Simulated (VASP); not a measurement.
# H (Cmcm) in VASP: notebook, part 2 of 2

VASP 6.6.1. Earlier steps stand in the parts before.

## Step 3: Single point, LDA

INCAR reads:

```
PREC = Accurate
ENCUT = 520
EDIFF = 1E-6
ISMEAR = 0
SIGMA = 0.05
LREAL = False
LASPH = True
NELM = 80
ALGO = Normal
ISIF = 2
LWAVE = False
LCHARG = False
GGA = CA
NBANDS = 10
```

KPOINTS reads:

```
regular mesh
0
Gamma
  10 10 4
```

POSCAR reads:

```
H
1.0
    1.6485318600     -2.7316882300      0.0000000000
    1.6485318600      2.7316882300      0.0000000000
    0.0000000000      0.0000000000      6.3137686200
H
4
Direct
    0.5678085000      0.4321915000      0.9995149500
    0.4321915000      0.5678085000      0.0004850500
    0.4321915000      0.5678085000      0.4995149500
    0.5678085000      0.4321915000      0.5004850500
```

Potentials or basis: VASP PAW LDA potentials, release 64 (H).

On the command line:

```sh
$ cat potpaw_LDA.64/H/POTCAR > POTCAR
$ mpirun -np 1 vasp_std > vasp.out
```

OUTCAR:

```text
PREC = Accurate
   ENCUT = 520
   EDIFF = 1E-6
   ISMEAR = 0
   LREAL = False
   LASPH = True
   NELM = 80
   ISIF = 2
   GGA = CA

 ion  position               nearest neighbor table
   1  0.568  0.432  1.000-   2 0.74
   2  0.432  0.568  0.000-   1 0.74
   3  0.432  0.568  0.500-   4 0.74
   4  0.568  0.432  0.500-   3 0.74

  LATTYP: Found a base centered orthorhombic cell.
 ALAT       =     3.2970637200
 B/A-ratio  =     1.6570430310
 C/A-ratio  =     1.9149671211

  Lattice vectors:

 A1 = (   1.6485318600,  -2.7316882300,   0.0000000000)
 A2 = (   1.6485318600,   2.7316882300,   0.0000000000)
 A3 = (   0.0000000000,   0.0000000000,   6.3137686200)

Analysis of symmetry for initial positions (statically):
=====================================================================
 Subroutine PRICEL returns:
 Original cell was already a primitive cell.

 Routine SETGRP: Setting up the symmetry group for a
 base centered orthorhombic supercell.

 Subroutine GETGRP returns: Found  8 space group operations
 (whereof  4 operations were pure point group operations)
 out of a pool of  8 trial point group operations.

The static configuration has the point symmetry C_2h.
 The point group associated with its full space group is D_2h.

Analysis of symmetry for dynamics (positions and initial velocities):
=====================================================================
 Subroutine PRICEL returns:
 Original cell was already a primitive cell.

 Routine SETGRP: Setting up the symmetry group for a
 base centered orthorhombic supercell.

 Subroutine GETGRP returns: Found  8 space group operations
 (whereof  4 operations were pure point group operations)
 out of a pool of  8 trial point group operations.

The dynamic configuration has the point symmetry C_2h.
 The point group associated with its full space group is D_2h.

 Subroutine INISYM returns: Found  8 space group operations
 (whereof  4 operations are pure point group operations),
 and found     1 'primitive' translations

----------------------------------------------------------------------------------------

                                     Primitive cell

  volume of cell :      56.8653

  direct lattice vectors                    reciprocal lattice vectors
     1.648531860 -2.731688230  0.000000000     0.303300174 -0.183036993  0.000000000
     1.648531860  2.731688230  0.000000000     0.303300174  0.183036993  0.000000000
     0.000000000  0.000000000  6.313768620     0.000000000  0.000000000  0.158384011

  length of vectors
     3.190576418  3.190576418  6.313768620     0.354250669  0.354250669  0.158384011

  position of ions in fractional coordinates (direct lattice)
     0.567808500  0.432191500  0.999514950
     0.432191500  0.567808500  0.000485050
     0.432191500  0.567808500  0.499514950
     0.567808500  0.432191500  0.500485050

  ion indices of the primitive-cell ions
   primitive index   ion index
                 1           1
                 2           2
                 3           3
                 4           4

----------------------------------------------------------------------------------------

 KPOINTS: regular mesh
[... 26 lines left out ...]
  0.100000  0.000000  0.000000      4.000000
  0.200000  0.000000  0.000000      4.000000
  0.300000 -0.000000  0.000000      4.000000
  0.400000  0.000000  0.000000      4.000000
  0.500000 -0.000000  0.000000      2.000000
[... 16 lines left out ...]
  0.300000  0.300000  0.000000      2.000000
  0.400000  0.300000  0.000000      4.000000
 [... further k-points ...]
   k-points           NKPTS =     93   k-points in BZ     NKDIM =     93   number of bands    NBANDS=     10
   number of dos      NEDOS =    301   number of ions     NIONS =      4
   total plane-waves  NPLWV =  27648
   dimension x,y,z NGX =    24 NGY =   24 NGZ =   48
   dimension x,y,z NGXF=    48 NGYF=   48 NGZF=   96
   ions per type =               4
   NGX,Y,Z   is equivalent  to a cutoff of  12.51, 12.51, 12.64 a.u.
   NGXF,Y,Z  is equivalent  to a cutoff of  25.01, 25.01, 25.28 a.u.
 SYSTEM =  unknown system
   PREC   = accura    normal or accurate (medium, high low for compatibility)
   ISTART =      0    job   : 0-new  1-cont  2-samecut
   ICHARG =      2    charge: 1-file 2-atom 10-const
   ISPIN  =      1    spin polarized calculation?
   LNONCOLLINEAR =      F non collinear calculations
   LSORBIT =      F    spin-orbit coupling
   LASPH  =      T    aspherical Exc in radial PAW
   ENCUT  =  520.0 eV  38.22 Ry    6.18 a.u.   5.93  5.93 11.74*2*pi/ulx,y,z
   NELM   =     80;   NELMIN=  2; NELMDL= -5     # of ELM steps
   EDIFF  = 0.1E-05   stopping-criterion for ELM
   LREAL  =      F    real-space projection
   EDIFFG = 0.1E-04   stopping-criterion for IOM
   NSW    =      0    number of steps for IOM
   IBRION =     -1    ionic relax: 0-MD 1-quasi-New 2-CG
   NFREE  =      0    steps in history (QN), initial steepest desc. (CG)
   ISIF   =      2    stress and relaxation
   ISYM   =      2    0-nonsym 1-usesym 2-fastsym
   POTIM  = 0.5000    time-step for ionic-motion
   TEBEG  =    0.0;   TEEND  =   0.0 temperature during run
   PSTRESS=    0.0 pullay stress
   NELECT =       4.0000    total number of electrons
   NUPDOWN=      -1.0000    fix difference up-down
   EMIN   =  10.00;   EMAX   =-10.00  energy-range for DOS
   EFERMI =   0.00;   METHOD = LEGACY
   ISMEAR =     0;   SIGMA  =   0.05  broadening in eV -4-tet -1-fermi 0-gaus
   EFERMI_NEDOS =   21; number of points for ismear=-14 and -15
   IALGO  =     38    algorithm
   IMIX   =      4    mixing-type and parameters
     AMIX     =   0.40;   BMIX     =  1.00
     AMIX_MAG =   1.60;   BMIX_MAG =  1.00
  volume/ion in A,a.u.               =      14.22        95.94
  Fermi-wavevector in a.u.,A,eV,Ry     =   0.675791  1.277060  6.213693  0.456694
  Thomas-Fermi vector in A             =   1.752912
   LORBIT       =      0    0 simple, 1 ext, 2 COOP (PROOUT), +10 PAW based schemes
   GGA     = CA    functional components
   LHFCALC =     F    Hartree Fock is set to
   AEXX    =    0.0000 exact exchange contribution
   IVDW    =     0    specifies the selected vdW correction
   LEPSILON=     F    determine dielectric tensor
   LRPA    =     F    only Hartree local field effects (RPA)
 non-spin polarized calculation
 Gauss-broadening in eV      SIGMA  =   0.05
  energy-cutoff  :      520.00
  volume of cell :       56.87
 maximum number of plane-waves:      1550
   NGX = 11   NGY = 11   NGZ = 23

 number of electron       3.9999998 magnetization

 Free energy of the ion-electron system (eV)
  ---------------------------------------------------
  ext. energy  EPLUGINS =         0.00000000
  ---------------------------------------------------
  free energy    TOTEN  =       -13.48929504 eV

  energy without entropy =      -13.48929504  energy(sigma->0) =      -13.48929504

 E-fermi :  -8.2068     XC(G=0):  -5.3067

 val. band max:       -8.4505938889   @ k =   0.4000   0.4000   0.0000
 cond. band min:      -0.6578144233   @ k =   0.5000   0.5000   0.0000
 fundamental gap:      7.7927794657
 Fermi energy:        -8.2068309586

 k-point     1 :       0.0000    0.0000    0.0000
  band No.  band energies     occupation
      1     -10.4920      2.00000
      2      -9.7329      2.00000
      3       0.2329      0.00000
      4       3.4231      0.00000
      5       7.9968      0.00000
      6       8.1459      0.00000
      7       9.0166      0.00000
      8       9.6238      0.00000
      9      12.2421      0.00000
     10      12.4904      0.00000
[... 287 lines left out ...]
 k-point    24 :       0.4000    0.3000    0.0000
  band No.  band energies     occupation
      1      -8.9785      2.00000
      2      -8.4958      2.00000
      3       0.4669      0.00000
      4       2.3953      0.00000
      5       2.8898      0.00000
      6       5.0507      0.00000
      7       5.5414      0.00000
      8       7.1407      0.00000
      9       8.2336      0.00000
     10      10.4497      0.00000

 [... further k-points ...]
[... 5 lines left out ...]
  --------------------------------------------------------------------------------------
  -------------------------------------------------------------------------------------
  Total       -0.2106804      1.1589731     -0.1513915      0.0000000      0.0000000      0.0000000
  in kB       -5.9359132     32.6540301     -4.2654506      0.0000000      0.0000000      0.0000000
  external PRESSURE =       7.4842221 kB  Pullay stress =       0.0000000 kB

 VOLUME and BASIS-vectors are now :
 -----------------------------------------------------------------------------
  energy-cutoff  :      520.00
  volume of cell :       56.87
      direct lattice vectors                 reciprocal lattice vectors
     1.648531860 -2.731688230  0.000000000     0.303300174 -0.183036993  0.000000000
     1.648531860  2.731688230  0.000000000     0.303300174  0.183036993  0.000000000
     0.000000000  0.000000000  6.313768620     0.000000000  0.000000000  0.158384011

 POSITION                                       TOTAL-FORCE (eV/Angst)
 -----------------------------------------------------------------------------------
      1.64853     -0.37046      6.31071         0.000000     -0.979551     -0.008320
      1.64853      0.37046      0.00306         0.000000      0.979551      0.008320
      1.64853      0.37046      3.15382         0.000000      0.979551     -0.008320
      1.64853     -0.37046      3.15995         0.000000     -0.979551      0.008320
 -----------------------------------------------------------------------------------
    total drift:                                0.000000      0.000000      0.000000

  FREE ENERGIE OF THE ION-ELECTRON SYSTEM (eV)
  ---------------------------------------------------
  free  energy   TOTEN  =       -13.4892950399 eV

  energy  without entropy=      -13.4892950399  energy(sigma->0) =      -13.48929504
```

Run time: 22 s. Hardware: 1 thread of Intel Xeon Platinum 8488C (Sapphire Rapids), shared host; peak memory 0.16 GiB.

Results:

```
Free energy            : -13.4893 eV
Pressure               : 0.7 GPa
Largest force          : 0.980 eV/Å
Band gap on the k mesh : 7.79 eV
```

Forces in eV/Å, atoms in the order of the input:
```
H    0.000 -0.980 -0.008
H    0.000  0.980  0.008
H    0.000  0.980 -0.008
H    0.000 -0.980  0.008
```

Stress tensor (GPa, compression positive):
```
-0.59  0.00  0.00
 0.00  3.27  0.00
 0.00  0.00 -0.43
```
